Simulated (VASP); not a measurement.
A run of VASP 6.6.1:

File INCAR:

```
ALGO = Normal
EDIFF = 1E-8
ENCUT = 520
GGA = PS
IBRION = 8
ISIF = 2
ISMEAR = -1
LASPH = T
LCHARG = T
LREAL = F
LWAVE = F
NELM = 80
NSW = 1
PREC = Accurate
SIGMA = 0.15
```

The input KPOINTS:

```
k-points
0
Gamma
  18 18 14
```

POSCAR

```
TaN
1.0
    2.8825032644      0.0000000000      0.0000000000
   -1.4412516322      2.4963210534      0.0000000000
    0.0000000000      0.0000000000      2.8365585576
Ta N
1 1
Direct
    0.3333333333      0.6666666667      0.5000000000
    0.0000000000      0.0000000000      0.0000000000
```

Potentials or basis: VASP PAW PBE potentials, release 64 (Ta_pv, N).

Run with:

```bash
$ cat potpaw_PBE.64/Ta_pv/POTCAR potpaw_PBE.64/N/POTCAR > POTCAR
$ mpirun -np 1 vasp_std > vasp.out
```

Hardware: 1 thread of Intel(R) Xeon(R) Platinum 8559C (Emerald Rapids), with other jobs on the host.

**Question.** Estimate the wall time of this run.

**Answer.** Run time: 10 min on 1 thread of Intel(R) Xeon(R) Platinum 8559C (Emerald Rapids), on a shared host, peak memory 0.77 GiB. Counts: scf iterations 72, k points 296.
